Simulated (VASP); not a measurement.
# Pd (P6_3/mmc) in VASP: further runs

Runs on Pd. Level: LDA. Tasks: single point.

Everything below comes from runs of VASP 6.6.1. Logs are shortened: lines on timing, memory, paths and dates and some standing lists are left out, and cuts for length are marked.

### 1 The cell of the first run

The structure is hexagonal, space group P6_3/mmc (No. 194). Conventional cell: a = 2.780 Å, b = 2.780 Å, c = 9.167 Å, α = 90.00°, β = 90.00°, γ = 120.00°. Within 3.7 Å of Pd (site symmetry -3m) lie 12 Pd at 2.78 to 2.80 Å. Within 3.7 Å of Pd (site symmetry -6m2) lie 12 Pd at 2.78 to 2.80 Å.

### 2 Single point, LDA (volume scaled by 1.08)

Contents of INCAR:

```
SYSTEM = Pd
ALGO     = Normal         ! electronic algorithm
EDIFF    = 1E-7           ! SCF threshold, eV
ENCUT    = 520            ! plane-wave cutoff, eV
GGA      = CA             ! functional
ISIF     = 2              ! what is computed and relaxed
ISMEAR   = -1             ! smearing method
LASPH    = .True.         ! aspherical terms in the spheres
LCHARG   = .False.        ! write CHGCAR
LREAL    = .False.        ! projectors in reciprocal space
LWAVE    = .False.        ! write WAVECAR
NBANDS   = 28             ! bands
NELM     = 100            ! most SCF steps
PREC     = Accurate       ! precision mode
SIGMA    = 0.1            ! smearing width, eV
```

Contents of KPOINTS:

```
k-points
0
Gamma
  15 15 4
  0 0 0
```

Contents of POSCAR:

```
Pd
1.0
    2.7797983916      0.0000000000      0.0000000000
   -1.3898991958      2.4073760246      0.0000000000
    0.0000000000      0.0000000000      9.1666220305
Pd
4
Direct
    1.0000000000      1.0000000000      0.0000000000
    1.0000000000      0.0000000000      0.5000000000
    0.3333333333      0.6666666667      0.2500000000
    0.6666666667      0.3333333333      0.7500000000
```

Potentials or basis: VASP PAW LDA potentials, release 64 (Pd).

Launch:

```sh
$ cat potpaw_LDA.64/Pd/POTCAR > POTCAR
$ mpirun -np 1 vasp_std > vasp.out
```

OUTCAR:

```text
SYSTEM = Pd
   EDIFF = 1E-7
   ENCUT = 520
   GGA = CA
   ISIF = 2
   ISMEAR = -1
   LASPH = .True.
   LREAL = .False.
   NELM = 100
   PREC = Accurate

 ion  position               nearest neighbor table
   1  0.000  0.000  0.000-   3 2.80   4 2.80   4 2.80   3 2.80   4 2.80   3 2.80
   2  0.000  0.000  0.500-   3 2.80   4 2.80   4 2.80   3 2.80   4 2.80   3 2.80
   3  0.333  0.667  0.250-   1 2.80   2 2.80   1 2.80   2 2.80   1 2.80   2 2.80
   4  0.667  0.333  0.750-   1 2.80   2 2.80   1 2.80   2 2.80   1 2.80   2 2.80

  LATTYP: Found a hexagonal cell.
 ALAT       =     2.7797983916
 C/A-ratio  =     3.2975851983

  Lattice vectors:

 A1 = (   2.7797983916,   0.0000000000,   0.0000000000)
 A2 = (  -1.3898991958,   2.4073760246,   0.0000000000)
 A3 = (   0.0000000000,   0.0000000000,   9.1666220305)

Analysis of symmetry for initial positions (statically):
=====================================================================
 Subroutine PRICEL returns:
 Original cell was already a primitive cell.

 Routine SETGRP: Setting up the symmetry group for a
 hexagonal supercell.

 Subroutine GETGRP returns: Found 24 space group operations
 (whereof 12 operations were pure point group operations)
 out of a pool of 24 trial point group operations.

The static configuration has the point symmetry D_3d.
 The point group associated with its full space group is D_6h.

Analysis of symmetry for dynamics (positions and initial velocities):
=====================================================================
 Subroutine PRICEL returns:
 Original cell was already a primitive cell.

 Routine SETGRP: Setting up the symmetry group for a
 hexagonal supercell.

 Subroutine GETGRP returns: Found 24 space group operations
 (whereof 12 operations were pure point group operations)
 out of a pool of 24 trial point group operations.

The dynamic configuration has the point symmetry D_3d.
 The point group associated with its full space group is D_6h.

 Subroutine INISYM returns: Found 24 space group operations
 (whereof 12 operations are pure point group operations),
 and found     1 'primitive' translations

----------------------------------------------------------------------------------------

                                     Primitive cell

  volume of cell :      61.3432

  direct lattice vectors                    reciprocal lattice vectors
     2.779798392  0.000000000  0.000000000     0.359738319  0.207695015  0.000000000
    -1.389899196  2.407376025  0.000000000     0.000000000  0.415390030  0.000000000
     0.000000000  0.000000000  9.166622030     0.000000000  0.000000000  0.109091440

  length of vectors
     2.779798392  2.779798392  9.166622030     0.415390030  0.415390030  0.109091440

  position of ions in fractional coordinates (direct lattice)
     0.000000000  0.000000000  0.000000000
     0.000000000  0.000000000  0.500000000
     0.333333333  0.666666667  0.250000000
     0.666666667  0.333333333  0.750000000

  ion indices of the primitive-cell ions
   primitive index   ion index
                 1           1
                 2           2
                 3           3
                 4           4

----------------------------------------------------------------------------------------

 KPOINTS: k-points

Automatic generation of k-mesh.
 Grid dimensions read from file:
 generate k-points for:   15   15    4

 Generating k-lattice:

  Cartesian coordinates                     Fractional coordinates (reciprocal lattice)
     0.023982555  0.013846334  0.000000000     0.066666667  0.000000000  0.000000000
     0.000000000  0.027692669  0.000000000     0.000000000  0.066666667  0.000000000
     0.000000000  0.000000000  0.027272860     0.000000000  0.000000000  0.250000000

  Length of vectors
     0.027692669  0.027692669  0.027272860

  Shift w.r.t. Gamma in fractional coordinates (k-lattice)
     0.000000000  0.000000000  0.000000000

 Subroutine IBZKPT returns following result:
 ===========================================

 Found     81 irreducible k-points:

 Following reciprocal coordinates:
            Coordinates               Weight
  0.000000  0.000000  0.000000      1.000000
  0.066667  0.000000  0.000000      6.000000
  0.133333  0.000000  0.000000      6.000000
  0.200000  0.000000  0.000000      6.000000
  0.266667  0.000000  0.000000      6.000000
  0.333333  0.000000  0.000000      6.000000
[... 16 lines left out ...]
  0.333333  0.200000  0.000000     12.000000
  0.400000  0.200000  0.000000      6.000000
 [... further k-points ...]
   k-points           NKPTS =     81   k-points in BZ     NKDIM =     81   number of bands    NBANDS=     28
   number of dos      NEDOS =    301   number of ions     NIONS =      4
   total plane-waves  NPLWV =  40320
   dimension x,y,z NGX =    24 NGY =   24 NGZ =   70
   dimension x,y,z NGXF=    48 NGYF=   48 NGZF=  140
   ions per type =               4
   NGX,Y,Z   is equivalent  to a cutoff of  14.35, 14.35, 12.70 a.u.
   NGXF,Y,Z  is equivalent  to a cutoff of  28.71, 28.71, 25.39 a.u.
 SYSTEM =  Pd
   PREC   = accura    normal or accurate (medium, high low for compatibility)
   ISTART =      0    job   : 0-new  1-cont  2-samecut
   ICHARG =      2    charge: 1-file 2-atom 10-const
   ISPIN  =      1    spin polarized calculation?
   LNONCOLLINEAR =      F non collinear calculations
   LSORBIT =      F    spin-orbit coupling
   LASPH  =      T    aspherical Exc in radial PAW
   ENCUT  =  520.0 eV  38.22 Ry    6.18 a.u.   5.17  5.17 17.04*2*pi/ulx,y,z
   NELM   =    100;   NELMIN=  2; NELMDL= -5     # of ELM steps
   EDIFF  = 0.1E-06   stopping-criterion for ELM
   LREAL  =      F    real-space projection
   EDIFFG = 0.1E-05   stopping-criterion for IOM
   NSW    =      0    number of steps for IOM
   IBRION =     -1    ionic relax: 0-MD 1-quasi-New 2-CG
   NFREE  =      0    steps in history (QN), initial steepest desc. (CG)
   ISIF   =      2    stress and relaxation
   ISYM   =      2    0-nonsym 1-usesym 2-fastsym
   POTIM  = 0.5000    time-step for ionic-motion
   TEBEG  =    0.0;   TEEND  =   0.0 temperature during run
   PSTRESS=    0.0 pullay stress
   NELECT =      40.0000    total number of electrons
   NUPDOWN=      -1.0000    fix difference up-down
   EMIN   =  10.00;   EMAX   =-10.00  energy-range for DOS
   EFERMI =   0.00;   METHOD = LEGACY
   ISMEAR =    -1;   SIGMA  =   0.10  broadening in eV -4-tet -1-fermi 0-gaus
   EFERMI_NEDOS =   21; number of points for ismear=-14 and -15
   IALGO  =     38    algorithm
   IMIX   =      4    mixing-type and parameters
     AMIX     =   0.40;   BMIX     =  1.00
     AMIX_MAG =   1.60;   BMIX_MAG =  1.00
  volume/ion in A,a.u.               =      15.34       103.49
  Fermi-wavevector in a.u.,A,eV,Ry     =   1.419622  2.682696 27.420174  2.015326
  Thomas-Fermi vector in A             =   2.540623
   LORBIT       =      0    0 simple, 1 ext, 2 COOP (PROOUT), +10 PAW based schemes
   GGA     = CA    functional components
   LHFCALC =     F    Hartree Fock is set to
   AEXX    =    0.0000 exact exchange contribution
   IVDW    =     0    specifies the selected vdW correction
   LEPSILON=     F    determine dielectric tensor
   LRPA    =     F    only Hartree local field effects (RPA)
 non-spin polarized calculation
  energy-cutoff  :      520.00
  volume of cell :       61.34
 maximum number of plane-waves:      1668
 NGX is ok and might be reduce to    24
   NGX = 11   NGY = 11   NGZ = 35

 number of electron      40.0000015 magnetization

 Free energy of the ion-electron system (eV)
  ---------------------------------------------------
  ext. energy  EPLUGINS =         0.00000000
  ---------------------------------------------------
  free energy    TOTEN  =       -25.84813853 eV

  energy without entropy =      -25.58268817  energy(sigma->0) =      -25.71541335

 E-fermi :   8.9727     XC(G=0): -13.2798

 val. band max:        8.9710620253   @ k =   0.2667   0.2667   0.0000
 cond. band min:       8.9730351715   @ k =   0.4000   0.0667   0.5000
 fundamental gap:      0.0019731461
 Fermi energy:         8.9726630846

 k-point     1 :       0.0000    0.0000    0.0000
  band No.  band energies     occupation
      1       1.9995      2.00000
      2       3.6301      2.00000
      3       3.6366      2.00000
      4       3.8752      2.00000
      5       6.1754      2.00000
      6       6.1892      2.00000
[... 20 lines left out ...]
     27      22.9357      0.00000
     28      25.8308      0.00000

 k-point     2 :       0.0667    0.0000    0.0000
  band No.  band energies     occupation
      1       2.1396      2.00000
      2       3.7576      2.00000
      3       3.7649      2.00000
      4       3.9775      2.00000
      5       5.9656      2.00000
      6       6.0992      2.00000
[... 20 lines left out ...]
     27      23.0205      0.00000
     28      25.9477      0.00000

 k-point     3 :       0.1333    0.0000    0.0000
  band No.  band energies     occupation
      1       2.5424      2.00000
      2       4.0939      2.00000
      3       4.1080      2.00000
      4       4.2548      2.00000
      5       5.6279      2.00000
      6       5.8343      2.00000
[... 20 lines left out ...]
     27      23.2616      0.00000
     28      25.3465      0.00000

 k-point     4 :       0.2000    0.0000    0.0000
  band No.  band energies     occupation
      1       3.1422      2.00000
      2       4.3986      2.00000
      3       4.4670      2.00000
      4       4.6271      2.00000
      5       5.3496      2.00000
      6       5.5533      2.00000
[... 20 lines left out ...]
     27      23.6076      0.00000
     28      23.6674      0.00000

 k-point     5 :       0.2667    0.0000    0.0000
  band No.  band energies     occupation
      1       3.7636      2.00000
      2       4.4180      2.00000
      3       4.4756      2.00000
      4       4.7426      2.00000
      5       5.2539      2.00000
      6       5.2936      2.00000
[... 20 lines left out ...]
     27      22.5294      0.00000
     28      22.6788      0.00000

 k-point     6 :       0.3333    0.0000    0.0000
  band No.  band energies     occupation
      1       4.0301      2.00000
      2       4.2381      2.00000
      3       4.2904      2.00000
      4       4.6976      2.00000
      5       5.0414      2.00000
      6       5.1714      2.00000
[... 463 lines left out ...]
      5       5.1338      2.00000
      6       5.1714      2.00000
[... 20 lines left out ...]
     27      19.9405      0.00000
     28      21.8046      0.00000

 k-point    22 :       0.2667    0.2000    0.0000
  band No.  band energies     occupation
      1       4.5415      2.00000
      2       4.5517      2.00000
      3       4.8918      2.00000
      4       4.9773      2.00000
      5       5.1611      2.00000
      6       5.3796      2.00000
[... 20 lines left out ...]
     27      18.9167      0.00000
     28      20.0399      0.00000

 k-point    23 :       0.3333    0.2000    0.0000
  band No.  band energies     occupation
      1       4.4004      2.00000
      2       4.4801      2.00000
      3       4.7533      2.00000
      4       5.0754      2.00000
      5       5.2903      2.00000
      6       5.4242      2.00000
[... 20 lines left out ...]
     27      18.3849      0.00000
     28      19.1621      0.00000

 k-point    24 :       0.4000    0.2000    0.0000
  band No.  band energies     occupation
      1       4.3429      2.00000
      2       4.4591      2.00000
      3       4.7017      2.00000
      4       5.1900      2.00000
      5       5.2851      2.00000
      6       5.3890      2.00000
[... 20 lines left out ...]
     27      18.1390      0.00000
     28      20.0219      0.00000

 [... further k-points ...]
[... 5 lines left out ...]
  --------------------------------------------------------------------------------------
  -------------------------------------------------------------------------------------
  Total       -5.2712161     -5.2712161     -5.3030801     -0.0000000      0.0000000      0.0000000
  in kB     -137.6749249   -137.6749249   -138.5071578     -0.0000000      0.0000000      0.0000000
  external PRESSURE =    -137.9523358 kB  Pullay stress =       0.0000000 kB

 VOLUME and BASIS-vectors are now :
 -----------------------------------------------------------------------------
  energy-cutoff  :      520.00
  volume of cell :       61.34
      direct lattice vectors                 reciprocal lattice vectors
     2.779798392  0.000000000  0.000000000     0.359738319  0.207695015  0.000000000
    -1.389899196  2.407376025  0.000000000     0.000000000  0.415390030  0.000000000
     0.000000000  0.000000000  9.166622030     0.000000000  0.000000000  0.109091440

 POSITION                                       TOTAL-FORCE (eV/Angst)
 -----------------------------------------------------------------------------------
      0.00000      0.00000      0.00000         0.000000      0.000000      0.000000
      0.00000      0.00000      4.58331        -0.000000      0.000000      0.000000
     -0.00000      1.60492      2.29166        -0.000000      0.000000      0.000000
      1.38990      0.80246      6.87497         0.000000     -0.000000     -0.000000
 -----------------------------------------------------------------------------------
    total drift:                               -0.000000      0.000000      0.000000

  FREE ENERGIE OF THE ION-ELECTRON SYSTEM (eV)
  ---------------------------------------------------
  free  energy   TOTEN  =       -25.8481385296 eV

  energy  without entropy=      -25.5826881718  energy(sigma->0) =      -25.71541335
```

Run time: 68 s. Hardware: 1 thread of Intel Xeon 6975P-C (Granite Rapids), shared host; peak memory 0.23 GiB.

What came out:

| Quantity | Value |
| --- | --- |
| Free energy | -25.8481 eV |
| Pressure | -13.8 GPa |
| Band gap on the k mesh | zero (band 20 reaches 9.15 eV, above the bottom of band 21 at 8.28 eV) |

### 3 Single point, LDA (volume scaled by 1.12)

Contents of INCAR:

```
SYSTEM = Pd
ALGO = Normal
EDIFF = 1E-6
ENCUT = 520
GGA = CA
ISIF = 2
ISMEAR = -1
LASPH = .TRUE.
LCHARG = .FALSE.
LREAL = .FALSE.
LWAVE = .FALSE.
NBANDS = 28
NELM = 100
PREC = Accurate
SIGMA = 0.1
```

Contents of KPOINTS:

```
k-points
0
G
  15 15 4
  0 0 0
```

Contents of POSCAR:

```
Pd
1.0
    2.8137017134      0.0000000000      0.0000000000
   -1.4068508567      2.4367371624      0.0000000000
    0.0000000000      0.0000000000      9.2784211224
Pd
4
Direct
    1.0000000000      1.0000000000      0.0000000000
    1.0000000000      0.0000000000      0.5000000000
    0.3333333333      0.6666666667      0.2500000000
    0.6666666667      0.3333333333      0.7500000000
```

Potentials or basis: VASP PAW LDA potentials, release 64 (Pd).

Launch:

```sh
$ cat potpaw_LDA.64/Pd/POTCAR > POTCAR
$ mpirun -np 1 vasp_std > vasp.out
```

Wall time 76 s (1 thread of Intel Xeon 6975P-C (Granite Rapids), shared host); peak memory 0.23 GiB.

Results (log left out):

| Property | Result |
| --- | --- |
| Free energy | -25.6191 eV |
| Pressure | -18.5 GPa |
| Band gap on the k mesh | zero (band 20 reaches 8.55 eV, above the bottom of band 21 at 7.73 eV) |

Levels at points of the mesh, in eV from the Fermi level:
| k point | band 17 | band 18 | band 19 | band 20 | band 21 | band 22 | band 23 | band 24 |
| --- | --- | --- | --- | --- | --- | --- | --- | --- |
| (0.00, 0.00, 0.00) | -1.37 | -0.96 | -0.96 | -0.65 | -0.65 | -0.14 | -0.14 | 1.00 |
| (0.00, 0.00, 0.50) | -1.18 | -1.18 | -0.82 | -0.82 | -0.36 | -0.36 | -0.36 | -0.36 |
